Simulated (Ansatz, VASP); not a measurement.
TiNi: VASP beside Ansatz

```
CELL_PARAMETERS angstrom
3.04720 0.00000 0.00000
0.00000 3.04720 0.00000
0.00000 0.00000 3.04720
ATOMIC_POSITIONS crystal
Ti 0.50000 0.50000 0.50000
Ni 0.00000 0.00000 0.00000
```

Alike in both runs: task single point; functional r2SCAN; k mesh 14 × 14 × 14; occupations gaussian, width 0.1 eV; no spin polarisation.

```csv
,VASP,Ansatz
version,VASP 6.6.1,Ansatz 0.2.0
potentials or method,"VASP PAW PBE potentials, release 64 (Ti_sv, Ni), cutoff 520 eV","scalar-relativistic, plane waves, PAW"
valence electrons in the cell,22,30
```

|  | VASP | Ansatz | Ansatz less VASP |
| --- | --- | --- | --- |
| gap on the k mesh at the Fermi level (eV) | none | none | - |
| pressure (GPa) | -8.5 | -9.0 | -0.47 |

VASP's potentials were made for PBE, not for r2SCAN. A gap of «none» marks a metal or a gap that the smearing closes. With one functional, cell and mesh, what is left measures potentials, basis and numerics. VASP's potentials hold 22 valence electrons a cell and Ansatz's 30, so a difference there can come from the potentials and not from the codes.
